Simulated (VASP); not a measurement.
# Li2S (Fm-3m) in VASP: a series of runs

Li2S is run at these levels: revPBE+D3(BJ), PBEsol+D3(BJ); tasks: single point.

All numbers are computed with VASP 6.6.1; they aren't measurements. Logs are shortened: lines on timing, memory, paths and dates and some standing lists are left out, and cuts for length are marked.

### Step 1. The cell of the first run

Symmetry: Fm-3m, No. 225, cubic system. The conventional cell has a = 5.427 Å, b = 5.427 Å, c = 5.427 Å, α = 90.00°, β = 90.00°, γ = 90.00°. Within 3.1 Å of Li (site symmetry -43m) lie 4 S at 2.35 Å and 6 Li at 2.71 Å. S (site symmetry m-3m) has 8 Li at 2.35 Å within 3.1 Å.

### Step 2. Single point, revPBE+D3(BJ) (volume scaled by 0.96)

INCAR reads:

```
SYSTEM = Li2S
PREC = Accurate ; ENCUT = 750
EDIFF = 1E-6 ; ISMEAR = 0
SIGMA = 0.05 ; LREAL = .FALSE.
LASPH = .TRUE. ; NELM = 120
ALGO = Normal ; ISIF = 2
LWAVE = .FALSE. ; LCHARG = .TRUE.
GGA = RE ; IVDW = 12
LELF = .TRUE. ; LVHAR = .TRUE.
NBANDS = 13 ; GGA_COMPAT = .FALSE.
```

KPOINTS reads:

```
regular mesh
0
G
  8 8 8
  0 0 0
```

POSCAR reads:

```
Li2S
1.0
    0.0000000000      2.7134306430      2.7134306430
    2.7134306430      0.0000000000      2.7134306430
    2.7134306430      2.7134306430      0.0000000000
Li S
2 1
Direct
    0.2500000000      0.2500000000      0.2500000000
    0.7500000000      0.7500000000      0.7500000000
    0.0000000000      0.0000000000      0.0000000000
```

Potentials or basis: VASP PAW PBE potentials, release 64 (Li_sv, S).

On the command line:

```bash
$ cat potpaw_PBE.64/Li_sv/POTCAR potpaw_PBE.64/S/POTCAR > POTCAR
$ mpirun -np 1 vasp_std > vasp.out
```

OUTCAR:

```text
SYSTEM = Li2S
   PREC = Accurate
   ENCUT = 750
   EDIFF = 1E-6
   ISMEAR = 0
   LREAL = .FALSE.
   LASPH = .TRUE.
   NELM = 120
   ISIF = 2
   GGA = RE
   IVDW = 12
 IVDW          = 12

 ion  position               nearest neighbor table
   1  0.250  0.250  0.250-   3 2.35   3 2.35   3 2.35   3 2.35
   2  0.750  0.750  0.750-   3 2.35   3 2.35   3 2.35   3 2.35
   3  0.000  0.000  0.000-   2 2.35   2 2.35   2 2.35   1 2.35   2 2.35   1 2.35   1 2.35   1 2.35

  LATTYP: Found a face centered cubic cell.
 ALAT       =     5.4268612860

  Lattice vectors:

 A1 = (   0.0000000000,   2.7134306430,   2.7134306430)
 A2 = (   2.7134306430,   0.0000000000,   2.7134306430)
 A3 = (   2.7134306430,   2.7134306430,   0.0000000000)

Analysis of symmetry for initial positions (statically):
=====================================================================
 Subroutine PRICEL returns:
 Original cell was already a primitive cell.

 Routine SETGRP: Setting up the symmetry group for a
 face centered cubic supercell.

 Subroutine GETGRP returns: Found 48 space group operations
 (whereof 48 operations were pure point group operations)
 out of a pool of 48 trial point group operations.

The static configuration has the point symmetry O_h .

Analysis of symmetry for dynamics (positions and initial velocities):
=====================================================================
 Subroutine PRICEL returns:
 Original cell was already a primitive cell.

 Routine SETGRP: Setting up the symmetry group for a
 face centered cubic supercell.

 Subroutine GETGRP returns: Found 48 space group operations
 (whereof 48 operations were pure point group operations)
 out of a pool of 48 trial point group operations.

The dynamic configuration has the point symmetry O_h .

 Subroutine INISYM returns: Found 48 space group operations
 (whereof 48 operations are pure point group operations),
 and found     1 'primitive' translations

----------------------------------------------------------------------------------------

                                     Primitive cell

  volume of cell :      39.9564

  direct lattice vectors                    reciprocal lattice vectors
     0.000000000  2.713430643  2.713430643    -0.184268576  0.184268576  0.184268576
     2.713430643  0.000000000  2.713430643     0.184268576 -0.184268576  0.184268576
     2.713430643  2.713430643  0.000000000     0.184268576  0.184268576 -0.184268576

  length of vectors
     3.837370416  3.837370416  3.837370416     0.319162535  0.319162535  0.319162535

  position of ions in fractional coordinates (direct lattice)
     0.250000000  0.250000000  0.250000000
     0.750000000  0.750000000  0.750000000
     0.000000000  0.000000000  0.000000000

  ion indices of the primitive-cell ions
   primitive index   ion index
                 1           1
                 2           2
                 3           3

----------------------------------------------------------------------------------------

 KPOINTS: regular mesh

Automatic generation of k-mesh.
 Grid dimensions read from file:
 generate k-points for:    8    8    8

 Generating k-lattice:

  Cartesian coordinates                     Fractional coordinates (reciprocal lattice)
    -0.023033572  0.023033572  0.023033572     0.125000000  0.000000000  0.000000000
     0.023033572 -0.023033572  0.023033572     0.000000000  0.125000000  0.000000000
     0.023033572  0.023033572 -0.023033572     0.000000000  0.000000000  0.125000000

  Length of vectors
     0.039895317  0.039895317  0.039895317

  Shift w.r.t. Gamma in fractional coordinates (k-lattice)
     0.000000000  0.000000000  0.000000000

 Subroutine IBZKPT returns following result:
 ===========================================

 Found     29 irreducible k-points:

 Following reciprocal coordinates:
            Coordinates               Weight
  0.000000  0.000000  0.000000      1.000000
  0.125000  0.000000  0.000000      8.000000
  0.250000  0.000000  0.000000      8.000000
  0.375000  0.000000  0.000000      8.000000
  0.500000  0.000000  0.000000      4.000000
  0.125000  0.125000  0.000000      6.000000
[... 16 lines left out ...]
  0.500000  0.250000  0.125000     48.000000
 -0.375000  0.250000  0.125000     24.000000
 [... further k-points ...]
   k-points           NKPTS =     29   k-points in BZ     NKDIM =     29   number of bands    NBANDS=     13
   number of dos      NEDOS =    301   number of ions     NIONS =      3
   total plane-waves  NPLWV =  46656
   dimension x,y,z NGX =    36 NGY =   36 NGZ =   36
   dimension x,y,z NGXF=    72 NGYF=   72 NGZF=   72
   ions per type =               2   1
   NGX,Y,Z   is equivalent  to a cutoff of  15.60, 15.60, 15.60 a.u.
   NGXF,Y,Z  is equivalent  to a cutoff of  31.19, 31.19, 31.19 a.u.
 SYSTEM =  Li2S
   PREC   = accura    normal or accurate (medium, high low for compatibility)
   ISTART =      0    job   : 0-new  1-cont  2-samecut
[... 31 lines left out ...]
   LORBIT       =      0    0 simple, 1 ext, 2 COOP (PROOUT), +10 PAW based schemes
   GGA     = RE    functional components
   LHFCALC =     F    Hartree Fock is set to
   AEXX    =    0.0000 exact exchange contribution
   IVDW    =    12    specifies the selected vdW correction
   LEPSILON=     F    determine dielectric tensor
   LRPA    =     F    only Hartree local field effects (RPA)
 non-spin polarized calculation
 Gauss-broadening in eV      SIGMA  =   0.05
  energy-cutoff  :      750.00
  volume of cell :       39.96
 maximum number of plane-waves:      1892
 NGX is ok and might be reduce to    36
   NGX = 17   NGY = 17   NGZ = 17

 number of electron      12.0000003 magnetization

 Free energy of the ion-electron system (eV)
  ---------------------------------------------------
  ext. energy  EPLUGINS =         0.00000000
  ---------------------------------------------------
  free energy    TOTEN  =       -11.24660077 eV

  energy without entropy =      -11.24660077  energy(sigma->0) =      -11.24660077

 E-fermi :   2.7576     XC(G=0):  -8.9181

 val. band max:        2.5198284579   @ k =   0.0000   0.0000   0.0000
 cond. band min:       5.8819317874   @ k =   0.5000   0.5000   0.0000
 fundamental gap:      3.3621033295
 Fermi energy:         2.7575883188

 k-point     1 :       0.0000    0.0000    0.0000
  band No.  band energies     occupation
      1     -41.5787      2.00000
      2     -41.5063      2.00000
      3      -8.9240      2.00000
      4       2.5198      2.00000
      5       2.5198      2.00000
      6       2.5198      2.00000
      7       7.7090      0.00000
      8       8.8891      0.00000
      9       8.8891      0.00000
     10       8.8891      0.00000
     11      14.0620      0.00000
     12      14.0620      0.00000
     13      15.8551      0.00000

 k-point     2 :       0.1250    0.0000    0.0000
  band No.  band energies     occupation
      1     -41.5757      2.00000
      2     -41.5089      2.00000
      3      -8.8531      2.00000
      4       1.8323      2.00000
      5       2.4111      2.00000
      6       2.4111      2.00000
      7       8.1130      0.00000
      8       9.1615      0.00000
      9       9.1615      0.00000
     10       9.3857      0.00000
     11      13.1290      0.00000
     12      13.1290      0.00000
     13      16.0704      0.00000

 k-point     3 :       0.2500    0.0000    0.0000
  band No.  band energies     occupation
      1     -41.5672      2.00000
      2     -41.5161      2.00000
      3      -8.6686      2.00000
      4       0.5652      2.00000
      5       2.1794      2.00000
      6       2.1794      2.00000
      7       8.6899      0.00000
      8       9.5145      0.00000
      9       9.5145      0.00000
     10      10.5505      0.00000
     11      12.7911      0.00000
     12      12.7911      0.00000
     13      16.6953      0.00000
[... 305 lines left out ...]
 k-point    23 :       0.5000    0.2500    0.1250
  band No.  band energies     occupation
      1     -41.5518      2.00000
      2     -41.5296      2.00000
      3      -8.3568      2.00000
      4      -0.2183      2.00000
      5       1.0706      2.00000
      6       1.6054      2.00000
      7       8.5547      0.00000
      8       9.8302      0.00000
      9      11.0029      0.00000
     10      11.5829      0.00000
     11      13.3312      0.00000
     12      15.9547      0.00000
     13      17.1688      0.00000

 k-point    24 :      -0.3750    0.2500    0.1250
  band No.  band energies     occupation
      1     -41.5405      2.00000
      2     -41.5404      2.00000
      3      -8.2799      2.00000
      4      -0.5012      2.00000
      5       1.0614      2.00000
      6       1.4222      2.00000
      7       8.6118      0.00000
      8       9.7214      0.00000
      9      11.5361      0.00000
     10      12.2316      0.00000
     11      13.6096      0.00000
     12      15.2197      0.00000
     13      16.8185      0.00000

 [... further k-points ...]

------------------------ aborting loop because EDIFF is reached ----------------------------------------

 Edisp (eV)   -1.80371

 E8    (eV) :    -1.2086

  FORCE on cell =-STRESS in cart. coord.  units (eV):
  Direction    XX          YY          ZZ          XY          YZ          ZX
  --------------------------------------------------------------------------------------
  -------------------------------------------------------------------------------------
  Total       0.48509     0.48509     0.48509     0.00000    -0.00000     0.00000
  in kB      19.45130    19.45130    19.45130     0.00000    -0.00000     0.00000
  external pressure =       19.45 kB  Pullay stress =        0.00 kB

 VOLUME and BASIS-vectors are now :
 -----------------------------------------------------------------------------
  energy-cutoff  :      750.00
  volume of cell :       39.96
      direct lattice vectors                 reciprocal lattice vectors
     0.000000000  2.713430643  2.713430643    -0.184268576  0.184268576  0.184268576
     2.713430643  0.000000000  2.713430643     0.184268576 -0.184268576  0.184268576
     2.713430643  2.713430643  0.000000000     0.184268576  0.184268576 -0.184268576

 POSITION                                       TOTAL-FORCE (eV/Angst)
 -----------------------------------------------------------------------------------
      1.35672      1.35672      1.35672         0.000000      0.000000      0.000000
      4.07015      4.07015      4.07015        -0.000000     -0.000000     -0.000000
      0.00000      0.00000      0.00000         0.000000      0.000000     -0.000000
 -----------------------------------------------------------------------------------
    total drift:                                0.000000      0.000000      0.000000

  FREE ENERGIE OF THE ION-ELECTRON SYSTEM (eV)
  ---------------------------------------------------
  free  energy   TOTEN  =       -13.0503117894 eV

  energy  without entropy=      -13.0503117894  energy(sigma->0) =      -13.05031179
```

It took 51 s on 1 thread of AMD EPYC 7R13, shared host; peak memory 0.17 GiB.

Results:

- Free energy: -13.0503 eV
- Pressure: 1.9 GPa
- Band gap on the k mesh: 3.36 eV, indirect (least direct gap 5.08 eV)
- Dispersion energy per atom: -0.601 eV

Caveat: the cell differs from its parent crystal (volume scaled by 0.96); the PAW data sets were made with another functional, which shifts forces and pressure a little. A k mesh can miss the band edges.

### Step 3. Single point, PBEsol+D3(BJ) (volume scaled by 0.98)

INCAR reads:

```
ALGO = Normal ; EDIFF = 1E-6
ENCUT = 750 ; GGA = PS
GGA_COMPAT = False ; ISIF = 2
ISMEAR = 0 ; IVDW = 12
LASPH = True ; LCHARG = True
LELF = True ; LREAL = False
LVHAR = True ; LWAVE = False
NBANDS = 13 ; NELM = 120
PREC = Accurate ; SIGMA = 0.05
```

KPOINTS reads:

```
k-points
0
Gamma
  8 8 8
```

POSCAR reads:

```
Li2S
1.0
    0.0000000000      2.7551434003      2.7551434003
    2.7551434003      0.0000000000      2.7551434003
    2.7551434003      2.7551434003      0.0000000000
Li S
2 1
Direct
    0.2500000000      0.2500000000      0.2500000000
    0.7500000000      0.7500000000      0.7500000000
    0.0000000000      0.0000000000      0.0000000000
```

Potentials or basis: VASP PAW PBE potentials, release 64 (Li_sv, S).

On the command line:

```bash
$ cat potpaw_PBE.64/Li_sv/POTCAR potpaw_PBE.64/S/POTCAR > POTCAR
$ mpirun -np 1 vasp_std > vasp.out
```

It took 51 s on 1 thread of AMD EPYC 7R13, shared host; peak memory 0.18 GiB.

It converged, with:

```
Free energy                : -13.0825 eV
Pressure                   : 0.9 GPa
Band gap on the k mesh     : 3.13 eV, indirect (least direct gap 4.63 eV)
Dispersion energy per atom : -0.249 eV
```

Levels at points of the mesh, in eV from the valence-band top:
```tsv
k point	band 3	band 4	band 5	band 6	band 7	band 8	band 9	band 10
(0.00, 0.00, 0.00)	-11.31	0.00	0.00	0.00	4.63	6.17	6.17	6.17
(0.50, 0.00, 0.00)	-10.78	-3.27	-0.59	-0.59	6.48	6.51	6.51	8.73
(0.50, 0.50, 0.00)	-10.63	-2.41	-1.66	-1.66	3.13	7.29	11.71	11.71
```

Caveat: the cell differs from its parent crystal (volume scaled by 0.98); the PAW data sets were made with another functional, which shifts forces and pressure a little. A k mesh can miss the band edges.

### Step 4. Single point, PBEsol+D3(BJ) (volume scaled by 0.96)

INCAR reads:

```
  PREC = Accurate
  ENCUT = 750
  EDIFF = 1E-6
  ISMEAR = 0
  SIGMA = 0.05
  LREAL = F
  LASPH = T
  NELM = 120
  ALGO = Normal
  ISIF = 2
  LWAVE = F
  LCHARG = F
  GGA = PS
  IVDW = 12
  NBANDS = 13
  GGA_COMPAT = F
```

KPOINTS reads:

```
regular mesh
0
Gamma
  8 8 8
```

POSCAR reads:

```
Li2S
1.0
    0.0000000000      2.7362719628      2.7362719628
    2.7362719628      0.0000000000      2.7362719628
    2.7362719628      2.7362719628      0.0000000000
Li S
2 1
Direct
    0.2500000000      0.2500000000      0.2500000000
    0.7500000000      0.7500000000      0.7500000000
    0.0000000000      0.0000000000      0.0000000000
```

On the command line:

```bash
$ cat potpaw_PBE.64/Li_sv/POTCAR potpaw_PBE.64/S/POTCAR > POTCAR
$ mpirun -np 1 vasp_std > vasp.out
```

It took 61 s on 1 thread of AMD EPYC 7R13, shared host; peak memory 0.18 GiB.

Results (log left out):

- Free energy: -13.0739 eV
- Pressure: 2.0 GPa
- Band gap on the k mesh: 3.11 eV, indirect (least direct gap 4.74 eV)
- Dispersion energy per atom: -0.254 eV

Levels at points of the mesh, in eV from the valence-band top:
```
           k point  band 4  band 5  band 6  band 7  band 8  band 9
(0.00, 0.00, 0.00)    0.00    0.00    0.00    4.74    6.17    6.17
(0.50, 0.00, 0.00)   -3.35   -0.61   -0.61    6.51    6.51    6.58
(0.50, 0.50, 0.00)   -2.46   -1.71   -1.71    3.11    7.35   11.87
```

Caveat: the cell differs from its parent crystal (volume scaled by 0.96); the PAW data sets were made with another functional, which shifts forces and pressure a little. A k mesh can miss the band edges.

### Step 5. Single point, revPBE+D3(BJ)

This run uses another cell than the first one, of 13.87 Å³/atom, 1.042 times its volume.

INCAR reads:

```
SYSTEM = Li2S
  ALGO = Normal
  EDIFF = 1E-6
  ENCUT = 750
  GGA = RE
  GGA_COMPAT = .FALSE.
  ISIF = 2
  ISMEAR = 0
  IVDW = 12
  LASPH = .TRUE.
  LCHARG = .TRUE.
  LELF = .TRUE.
  LREAL = .FALSE.
  LVHAR = .TRUE.
  LWAVE = .FALSE.
  NBANDS = 13
  NELM = 120
  PREC = Accurate
  SIGMA = 0.05
```

KPOINTS reads:

```
k-points
0
G
  8 8 8
  0 0 0
```

POSCAR reads:

```
Li2S
1.0
    0.0000000000      2.7506055453      2.7506055453
    2.7506055453      0.0000000000      2.7506055453
    2.7506055453      2.7506055453      0.0000000000
Li S
2 1
Direct
    0.2500000000      0.2500000000      0.2500000000
    0.7500000000      0.7500000000      0.7500000000
    0.0000000000      0.0000000000      0.0000000000
```

On the command line:

```bash
$ cat potpaw_PBE.64/Li_sv/POTCAR potpaw_PBE.64/S/POTCAR > POTCAR
$ mpirun -np 1 vasp_std > vasp.out
```

It took 68 s on 1 thread of AMD EPYC 7R13, shared host; peak memory 0.18 GiB.

It converged, with:

```yaml
Free_energy: -13.0604 eV
Pressure: -0.2 GPa
Band_gap_on_the_k_mesh: 3.41 eV, indirect (least direct gap 4.96 eV)
Dispersion_energy_per_atom: -0.575 eV
```

Levels at points of the mesh, in eV from the valence-band top:
```csv
k point,band 2,band 3,band 4,band 5,band 6,band 7,band 8,band 9,band 10,band 11
"(0.00, 0.00, 0.00)",-44.09,-11.32,0.00,0.00,0.00,4.96,6.37,6.37,6.37,11.44
"(0.50, 0.00, 0.00)",-44.12,-10.80,-3.20,-0.58,-0.58,6.71,6.71,6.71,9.06,13.44
"(0.50, 0.50, 0.00)",-44.11,-10.65,-2.38,-1.62,-1.62,3.41,7.43,12.03,12.03,13.01
```

Caveat: the PAW data sets were made with another functional, which shifts forces and pressure a little. A k mesh can miss the band edges.

### Step 6. Single point, revPBE+D3(BJ) (volume scaled by 0.98)

INCAR reads:

```
SYSTEM = Li2S
ALGO = Normal
EDIFF = 1E-6
ENCUT = 750
GGA = RE
GGA_COMPAT = .False.
ISIF = 2
ISMEAR = 0
IVDW = 12
LASPH = .True.
LCHARG = .True.
LELF = .True.
LREAL = .False.
LVHAR = .True.
LWAVE = .False.
NBANDS = 13
NELM = 120
PREC = Accurate
SIGMA = 0.05
```

KPOINTS reads:

```
k-points
0
Gamma
  8 8 8
  0 0 0
```

POSCAR reads:

```
Li2S
1.0
    0.0000000000      2.7321445492      2.7321445492
    2.7321445492      0.0000000000      2.7321445492
    2.7321445492      2.7321445492      0.0000000000
Li S
2 1
Direct
    0.2500000000      0.2500000000      0.2500000000
    0.7500000000      0.7500000000      0.7500000000
    0.0000000000      0.0000000000      0.0000000000
```

Potentials or basis: VASP PAW PBE potentials, release 64 (Li_sv, S).

On the command line:

```bash
$ cat potpaw_PBE.64/Li_sv/POTCAR potpaw_PBE.64/S/POTCAR > POTCAR
$ mpirun -np 1 vasp_std > vasp.out
```

Run time: 66 s. Hardware: 1 thread of AMD EPYC 7R13, shared host; peak memory 0.18 GiB.

The run converged. Its results:

```
Free energy                : -13.0582 eV
Pressure                   : 0.8 GPa
Band gap on the k mesh     : 3.39 eV, indirect (least direct gap 5.05 eV)
Dispersion energy per atom : -0.588 eV
```

Levels at points of the mesh, in eV from the valence-band top:
| k point | band 3 | band 4 | band 5 | band 6 | band 7 | band 8 | band 9 | band 10 |
| --- | --- | --- | --- | --- | --- | --- | --- | --- |
| (0.00, 0.00, 0.00) | -11.38 | 0.00 | 0.00 | 0.00 | 5.07 | 6.37 | 6.37 | 6.37 |
| (0.50, 0.00, 0.00) | -10.84 | -3.28 | -0.60 | -0.60 | 6.71 | 6.71 | 6.81 | 9.16 |
| (0.50, 0.50, 0.00) | -10.69 | -2.42 | -1.66 | -1.66 | 3.39 | 7.48 | 12.19 | 12.19 |

Caveat: the cell differs from its parent crystal (volume scaled by 0.98); the PAW data sets were made with another functional, which shifts forces and pressure a little. A k mesh can miss the band edges.

### Step 7. Overview

| level | cell | gap on the mesh (eV) | pressure (GPa) |
| --- | --- | --- | --- |
| revPBE+D3(BJ) | a = 3.837 Å, angles 60.0°, 3 atoms | 3.36 | 1.9 |
| PBEsol+D3(BJ) | a = 3.896 Å, angles 60.0°, 3 atoms | 3.13 | 0.9 |
| PBEsol+D3(BJ) | a = 3.870 Å, angles 60.0°, 3 atoms | 3.11 | 2.0 |
| revPBE+D3(BJ) | a = 3.890 Å, angles 60.0°, 3 atoms | 3.41 | -0.2 |
| revPBE+D3(BJ) | a = 3.864 Å, angles 60.0°, 3 atoms | 3.39 | 0.8 |

Alike in all rows: task single point; potentials or basis VASP PAW PBE potentials, release 64 (Li_sv, S); no spin polarisation; k mesh 8 × 8 × 8; cutoff (eV) 750; smearing gaussian 0.05 eV.

Caveats: the PAW data sets were made with another functional, which shifts forces and pressure a little.

Absolute energies hang on the potentials; compare differences alone.
